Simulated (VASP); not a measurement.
Set up this calculation in VASP 6.6.1, as the native input.

```yaml
Task: single point
Functional: PBEsol
Potentials_or_basis: VASP PAW PBE potentials, release 64 (Cu)
Cutoff: 520 eV
k_mesh: 14 × 14 × 14
Occupations: fermi-dirac, width 0.1 eV
Spin: no spin polarisation
Dipole_correction: no
Further_INCAR_settings: ALGO = Normal; EDIFF = 1e-07; NBANDS = 12
```

The structure of Cu lies in POSCAR:

```
Cu
1.0
    0.0000000000      1.8544689142      1.8544689142
    1.8544689142      0.0000000000      1.8544689142
    1.8544689142      1.8544689142      0.0000000000
Cu
1
Direct
    0.0000000000      0.0000000000      0.0000000000
```

The input as run:

INCAR

```
PREC = Accurate ; ENCUT = 520
EDIFF = 1E-7 ; ISMEAR = -1
SIGMA = 0.1 ; LREAL = False
LASPH = True ; NELM = 60
ALGO = Normal ; ISIF = 2
LWAVE = False ; LCHARG = True
GGA = PS ; LELF = True
LVHAR = True ; NBANDS = 12
```

KPOINTS

```
regular mesh
0
Gamma
  14 14 14
```

Potentials or basis: VASP PAW PBE potentials, release 64 (Cu).

Run with:

```sh
$ cat potpaw_PBE.64/Cu/POTCAR > POTCAR
$ mpirun -np 1 vasp_std > vasp.out
```

Results of the run:

The pressure is -14.2 GPa.

Caveat: the PAW data sets were made with another functional, which shifts forces and pressure a little.

Run time: 7 s on 1 thread of Intel(R) Xeon(R) 6975P-C (Granite Rapids), with other jobs on the host, peak memory 0.13 GiB.
